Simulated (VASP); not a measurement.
# Ti (Fm-3m) in VASP: notebook

The runs below take Ti through single point, with PBEsol-based global hybrid, B3LYP.

Program: VASP 6.6.1. These are calculated values, not measurements. Logs are shortened: lines on timing, memory, paths and dates and some standing lists are left out, and cuts for length are marked.

## Step 1: The cell of the first run

The structure is cubic, space group Fm-3m (No. 225). Conventional cell: a = 4.060 Å, b = 4.060 Å, c = 4.060 Å, α = 90.00°, β = 90.00°, γ = 90.00°. Ti (site symmetry m-3m) has 12 Ti at 2.87 Å within 3.8 Å.

## Step 2: Single point, PBEsol-based global hybrid

POSCAR reads:

```
Ti
1.0
    0.0000000000      2.0300000000      2.0300000000
    2.0300000000      0.0000000000      2.0300000000
    2.0300000000      2.0300000000      0.0000000000
Ti
1
Direct
    0.0000000000      0.0000000000      0.0000000000
```

INCAR.step1 reads:

```
PREC = Accurate ; ENCUT = 520
EDIFF = 1E-5 ; ISMEAR = -1
SIGMA = 0.05 ; LREAL = F
LASPH = T ; NELM = 60
ALGO = Normal ; ISIF = 2
LWAVE = T ; NBANDS = 12
GGA = PE
```

INCAR.step2 reads:

```
PREC = Accurate ; ENCUT = 520
EDIFF = 1E-6 ; ISMEAR = -1
SIGMA = 0.05 ; LREAL = F
LASPH = T ; NELM = 60
ALGO = Normal ; ISIF = 2
LWAVE = F ; LCHARG = T
GGA = PS ; LHFCALC = T
AEXX = 0.25 ; PRECFOCK = Normal
LELF = T ; LVHAR = T
NBANDS = 12 ; ISTART = 1
```

KPOINTS reads:

```
regular mesh
0
Gamma
  6 6 6
```

Potentials or basis: VASP PAW PBE potentials, release 64 (Ti_sv).

Command:

```sh
$ cat potpaw_PBE.64/Ti_sv/POTCAR > POTCAR
$ cp INCAR.step1 INCAR
$ mpirun -np 1 vasp_std > vasp.out
$ cp INCAR.step2 INCAR
$ mpirun -np 1 vasp_std > vasp.out
```

OUTCAR:

```text
PREC = Accurate
   ENCUT = 520
   EDIFF = 1E-6
   ISMEAR = -1
   LREAL = F
   LASPH = T
   NELM = 60
   ISIF = 2
   GGA = PS
   LHFCALC = T
   AEXX = 0.25
   PRECFOCK = Normal
   ISTART = 1

 ion  position               nearest neighbor table
   1  0.000  0.000  0.000-

  LATTYP: Found a face centered cubic cell.
 ALAT       =     4.0600000000

  Lattice vectors:

 A1 = (   0.0000000000,   2.0300000000,   2.0300000000)
 A2 = (   2.0300000000,   0.0000000000,   2.0300000000)
 A3 = (   2.0300000000,   2.0300000000,   0.0000000000)

Analysis of symmetry for initial positions (statically):
=====================================================================
 Subroutine PRICEL returns:
 Original cell was already a primitive cell.

 Routine SETGRP: Setting up the symmetry group for a
 face centered cubic supercell.

 Subroutine GETGRP returns: Found 48 space group operations
 (whereof 48 operations were pure point group operations)
 out of a pool of 48 trial point group operations.

The static configuration has the point symmetry O_h .

Analysis of symmetry for dynamics (positions and initial velocities):
=====================================================================
 Subroutine PRICEL returns:
 Original cell was already a primitive cell.

 Routine SETGRP: Setting up the symmetry group for a
 face centered cubic supercell.

 Subroutine GETGRP returns: Found 48 space group operations
 (whereof 48 operations were pure point group operations)
 out of a pool of 48 trial point group operations.

The dynamic configuration has the point symmetry O_h .

 Subroutine INISYM returns: Found 48 space group operations
 (whereof 48 operations are pure point group operations),
 and found     1 'primitive' translations

----------------------------------------------------------------------------------------

                                     Primitive cell

  volume of cell :      16.7309

  direct lattice vectors                    reciprocal lattice vectors
     0.000000000  2.030000000  2.030000000    -0.246305419  0.246305419  0.246305419
     2.030000000  0.000000000  2.030000000     0.246305419 -0.246305419  0.246305419
     2.030000000  2.030000000  0.000000000     0.246305419  0.246305419 -0.246305419

  length of vectors
     2.870853532  2.870853532  2.870853532     0.426613499  0.426613499  0.426613499

  position of ions in fractional coordinates (direct lattice)
     0.000000000  0.000000000  0.000000000

  ion indices of the primitive-cell ions
   primitive index   ion index
                 1           1

----------------------------------------------------------------------------------------

 KPOINTS: regular mesh

Automatic generation of k-mesh.
 Grid dimensions read from file:
 generate k-points for:    6    6    6

 Generating k-lattice:

  Cartesian coordinates                     Fractional coordinates (reciprocal lattice)
    -0.041050903  0.041050903  0.041050903     0.166666667  0.000000000  0.000000000
     0.041050903 -0.041050903  0.041050903     0.000000000  0.166666667  0.000000000
     0.041050903  0.041050903 -0.041050903     0.000000000  0.000000000  0.166666667

  Length of vectors
     0.071102250  0.071102250  0.071102250

  Shift w.r.t. Gamma in fractional coordinates (k-lattice)
     0.000000000  0.000000000  0.000000000

 Subroutine IBZKPT returns following result:
 ===========================================

 Found     16 irreducible k-points:

 Following reciprocal coordinates:
            Coordinates               Weight
  0.000000  0.000000  0.000000      1.000000
  0.166667  0.000000  0.000000      8.000000
  0.333333  0.000000  0.000000      8.000000
  0.500000  0.000000  0.000000      4.000000
  0.166667  0.166667  0.000000      6.000000
  0.333333  0.166667  0.000000     24.000000
[... 8 lines left out ...]
 -0.333333  0.333333  0.166667     24.000000
 -0.333333  0.500000  0.166667     12.000000
   k-points           NKPTS =     16   k-points in BZ     NKDIM =    216   number of bands    NBANDS=     12
   number of dos      NEDOS =    301   number of ions     NIONS =      1
   total plane-waves  NPLWV =  13824
   dimension x,y,z NGX =    24 NGY =   24 NGZ =   24
   dimension x,y,z NGXF=    48 NGYF=   48 NGZF=   48
   ions per type =               1
   NGX,Y,Z   is equivalent  to a cutoff of  13.90, 13.90, 13.90 a.u.
   NGXF,Y,Z  is equivalent  to a cutoff of  27.80, 27.80, 27.80 a.u.
 SYSTEM =  unknown system
   PREC   = accura    normal or accurate (medium, high low for compatibility)
   ISTART =      1    job   : 0-new  1-cont  2-samecut
   ICHARG =      0    charge: 1-file 2-atom 10-const
   ISPIN  =      1    spin polarized calculation?
   LNONCOLLINEAR =      F non collinear calculations
   LSORBIT =      F    spin-orbit coupling
   LASPH  =      T    aspherical Exc in radial PAW
   ENCUT  =  520.0 eV  38.22 Ry    6.18 a.u.   5.34  5.34  5.34*2*pi/ulx,y,z
   NELM   =     60;   NELMIN=  2; NELMDL=  0     # of ELM steps
   EDIFF  = 0.1E-05   stopping-criterion for ELM
   LREAL  =      F    real-space projection
   EDIFFG = 0.1E-04   stopping-criterion for IOM
   NSW    =      0    number of steps for IOM
   IBRION =     -1    ionic relax: 0-MD 1-quasi-New 2-CG
   NFREE  =      0    steps in history (QN), initial steepest desc. (CG)
   ISIF   =      2    stress and relaxation
   ISYM   =      3    0-nonsym 1-usesym 2-fastsym
   POTIM  = 0.5000    time-step for ionic-motion
   TEBEG  =    0.0;   TEEND  =   0.0 temperature during run
   PSTRESS=    0.0 pullay stress
   NELECT =      12.0000    total number of electrons
   NUPDOWN=      -1.0000    fix difference up-down
   EMIN   =  10.00;   EMAX   =-10.00  energy-range for DOS
   EFERMI =   0.00;   METHOD = LEGACY
   ISMEAR =    -1;   SIGMA  =   0.05  broadening in eV -4-tet -1-fermi 0-gaus
   EFERMI_NEDOS =   21; number of points for ismear=-14 and -15
   IALGO  =     38    algorithm
   IMIX   =      1    mixing-type and parameters
     AMIX     =   0.40;   BMIX     =  1.00
     AMIX_MAG =   1.60;   BMIX_MAG =  1.00
  volume/ion in A,a.u.               =      16.73       112.91
  Fermi-wavevector in a.u.,A,eV,Ry     =   1.465421  2.769245 29.217967  2.147460
  Thomas-Fermi vector in A             =   2.581280
   LORBIT       =      0    0 simple, 1 ext, 2 COOP (PROOUT), +10 PAW based schemes
   GGA     = PS    functional components
   LHFCALC =     T    Hartree Fock is set to
   PRECFOCK=normal    Normal, Fast or Accurate (Low or Medium for compatibility)
   ENCUT4O =  -1.0   cutoff for four orbital integrals eV
   NKREDX  =     1    reduce k-point grid by
   NKREDY  =     1    reduce k-point grid by
   NKREDZ  =     1    reduce k-point grid by
   AEXX    =    0.2500 exact exchange contribution
   HFSCREEN=    0.0000 screening length (either q_TF or 0.3 A-1)
   HFSCREENC=   0.0000 screening length for correlation (either q_TF or 0.3 A-1)
   ENCUTFOCK=  -1.0 apply spherical cutoff to Coloumb kernel
   IVDW    =     0    specifies the selected vdW correction
   LEPSILON=     F    determine dielectric tensor
   LRPA    =     F    only Hartree local field effects (RPA)
 non-spin polarized calculation
  energy-cutoff  :      520.00
  volume of cell :       16.73
 maximum number of plane-waves:       464
 NGX is ok and might be reduce to    24
  NGX = 18; NGY = 18; NGZ = 18

 number of electron      12.0000002 magnetization

 Free energy of the ion-electron system (eV)
  ---------------------------------------------------
  ext. energy  EPLUGINS =         0.00000000
  ---------------------------------------------------
  free energy    TOTEN  =       -10.75023543 eV

  energy without entropy =      -10.74433928  energy(sigma->0) =      -10.74728735

 E-fermi :   8.3309     XC(G=0):  -9.3149

 val. band max:        8.2629342963   @ k =  -0.3333   0.3333   0.1667
 cond. band min:       8.9278791280   @ k =  -0.3333   0.3333   0.0000
 fundamental gap:      0.6649448317
 Fermi energy:         8.3309060311

 k-point     1 :       0.0000    0.0000    0.0000
  band No.  band energies     occupation
      1     -53.2896      2.00000
      2     -27.4871      2.00000
      3     -27.4871      2.00000
      4     -27.4871      2.00000
      5       0.6400      2.00000
      6      10.3238      0.00000
      7      10.3238      0.00000
      8      10.3238      0.00000
      9      12.5499      0.00000
     10      12.5499      0.00000
     11      25.1752      0.00000
     12      30.0653      0.00000

 k-point     2 :       0.1667    0.0000    0.0000
  band No.  band energies     occupation
      1     -53.2515      2.00000
      2     -27.7006      2.00000
      3     -27.5113      2.00000
      4     -27.5113      2.00000
      5       1.6554      2.00000
      6       9.4973      0.00000
      7      10.5983      0.00000
      8      10.5983      0.00000
      9      12.3778      0.00000
     10      12.3778      0.00000
     11      25.3880      0.00000
     12      26.5003      0.00000

 k-point     3 :       0.3333    0.0000    0.0000
  band No.  band energies     occupation
      1     -53.1743      2.00000
      2     -28.1155      2.00000
      3     -27.5583      2.00000
      4     -27.5583      2.00000
      5       3.9012      2.00000
      6       7.9783      1.99827
      7      10.5564      0.00000
      8      10.5564      0.00000
      9      12.8994      0.00000
     10      12.8994      0.00000
     11      20.9907      0.00000
     12      25.4130      0.00000
[... 166 lines left out ...]
 k-point    15 :      -0.3333    0.3333    0.1667
  band No.  band energies     occupation
      1     -53.0982      2.00000
      2     -28.1161      2.00000
      3     -27.9036      2.00000
      4     -27.6946      2.00000
      5       6.6731      2.00000
      6       6.8230      2.00000
      7       8.2629      1.59134
      8      11.7502      0.00000
      9      13.3425      0.00000
     10      16.7371      0.00000
     11      18.1330      0.00000
     12      22.7942      0.00000

 k-point    16 :      -0.3333    0.5000    0.1667
  band No.  band energies     occupation
      1     -53.0859      2.00000
      2     -28.1291      2.00000
      3     -27.8830      2.00000
      4     -27.7690      2.00000
      5       5.8743      2.00000
      6       6.6043      2.00000
      7       9.5400      0.00000
      8      12.4435      0.00000
      9      13.8096      0.00000
     10      16.7122      0.00000
     11      20.1027      0.00000
     12      20.7941      0.00000

------------------------ aborting loop because EDIFF is reached ----------------------------------------

  FORCE on cell =-STRESS in cart. coord.  units (eV):
  Direction    XX          YY          ZZ          XY          YZ          ZX
  --------------------------------------------------------------------------------------
  -------------------------------------------------------------------------------------
  Total       -0.0421166     -0.0421166     -0.0421166      0.0000000     -0.0000000      0.0000000
  in kB       -4.0331627     -4.0331627     -4.0331627      0.0000000     -0.0000000      0.0000000
  external PRESSURE =      -4.0331627 kB  Pullay stress =       0.0000000 kB

 VOLUME and BASIS-vectors are now :
 -----------------------------------------------------------------------------
  energy-cutoff  :      520.00
  volume of cell :       16.73
      direct lattice vectors                 reciprocal lattice vectors
     0.000000000  2.030000000  2.030000000    -0.246305419  0.246305419  0.246305419
     2.030000000  0.000000000  2.030000000     0.246305419 -0.246305419  0.246305419
     2.030000000  2.030000000  0.000000000     0.246305419  0.246305419 -0.246305419

 POSITION                                       TOTAL-FORCE (eV/Angst)
 -----------------------------------------------------------------------------------
      0.00000      0.00000      0.00000         0.000000      0.000000      0.000000
 -----------------------------------------------------------------------------------
    total drift:                               -0.000000     -0.000000     -0.000000

  FREE ENERGIE OF THE ION-ELECTRON SYSTEM (eV)
  ---------------------------------------------------
  free  energy   TOTEN  =       -10.7502354263 eV

  energy  without entropy=      -10.7443392812  energy(sigma->0) =      -10.74728735
```

Run time: 10 min. Hardware: 1 thread of Intel Xeon Platinum 8488C (Sapphire Rapids), shared host; peak memory 0.15 GiB.

Results:

| Item | Value |
| --- | --- |
| Free energy | -10.7502 eV |
| Pressure | -0.4 GPa |
| Band gap on the k mesh | zero (band 6 reaches 10.32 eV, above the bottom of band 7 at 8.26 eV) |

Caveat: the k points lie up to 0.45 Å⁻¹ apart; the PAW data sets were made with another functional, which shifts forces and pressure a little.

(Part 1 of 2 ends here.)
